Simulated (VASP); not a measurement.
Here is a VASP 6.6.1 calculation.

File POSCAR:

```
Mn3Si
1.0
    0.0000000000      2.8610000000      2.8610000000
    2.8610000000      0.0000000000      2.8610000000
    2.8610000000      2.8610000000      0.0000000000
Mn Si
3 1
Direct
    0.5000000000      0.5000000000      0.5000000000
    0.2500000000      0.2500000000      0.2500000000
    0.7500000000      0.7500000000      0.7500000000
    0.0000000000      0.0000000000      0.0000000000
```

Contents of INCAR.step1:

```
SYSTEM = Mn3Si
PREC     = Accurate       ! precision mode
ENCUT    = 520            ! plane-wave cutoff, eV
ISMEAR   = -1             ! smearing method
SIGMA    = 0.1            ! smearing width, eV
LREAL    = .False.        ! projectors in reciprocal space
LASPH    = .True.         ! aspherical terms in the spheres
NELM     = 150            ! most SCF steps
ISPIN    = 2              ! spin polarisation
MAGMOM   = 1.267 1.267 1.266 0 ! initial moments
NUPDOWN  = 3.8            ! fixed moment
LMAXMIX  = 4              ! l up to which the mixer works
NBANDS   = 34             ! bands
GGA      = PE             ! functional
ALGO     = Normal         ! electronic algorithm
EDIFF    = 1E-4           ! SCF threshold, eV
LWAVE    = .True.         ! write WAVECAR
LCHARG   = .False.        ! write CHGCAR
```

Contents of INCAR.step2:

```
SYSTEM = Mn3Si
PREC     = Accurate       ! precision mode
ENCUT    = 520            ! plane-wave cutoff, eV
EDIFF    = 1E-6           ! SCF threshold, eV
ISMEAR   = -1             ! smearing method
SIGMA    = 0.1            ! smearing width, eV
LREAL    = .False.        ! projectors in reciprocal space
LASPH    = .True.         ! aspherical terms in the spheres
NELM     = 150            ! most SCF steps
ALGO     = Normal         ! electronic algorithm
ISIF     = 2              ! what is computed and relaxed
LWAVE    = .False.        ! write WAVECAR
LCHARG   = .False.        ! write CHGCAR
ISPIN    = 2              ! spin polarisation
MAGMOM   = 1.267 1.267 1.266 0 ! initial moments
LORBIT   = 11             ! projections on sites
NUPDOWN  = 3.8            ! fixed moment
LMAXMIX  = 4              ! l up to which the mixer works
METAGGA  = R2SCAN         ! meta-GGA
LMIXTAU  = .True.       
NBANDS   = 34             ! bands
ISTART   = 1
```

File KPOINTS:

```
regular mesh
0
Gamma
  7 7 7
  0 0 0
```

Potentials or basis: VASP PAW PBE potentials, release 64 (Mn_pv, Si).

Launch:

```bash
$ cat potpaw_PBE.64/Mn_pv/POTCAR potpaw_PBE.64/Si/POTCAR > POTCAR
$ cp INCAR.step1 INCAR
$ mpirun -np 1 vasp_std > vasp.out
$ cp INCAR.step2 INCAR
$ mpirun -np 1 vasp_std > vasp.out
```

Problem. What does it give for the pressure?

Solution. -15.2 GPa.

Caveat: the cell stands under tension; the PAW data sets were made with another functional, which shifts forces and pressure a little; the total moment is fixed, so each spin has its own Fermi level and the state may be an excited one.
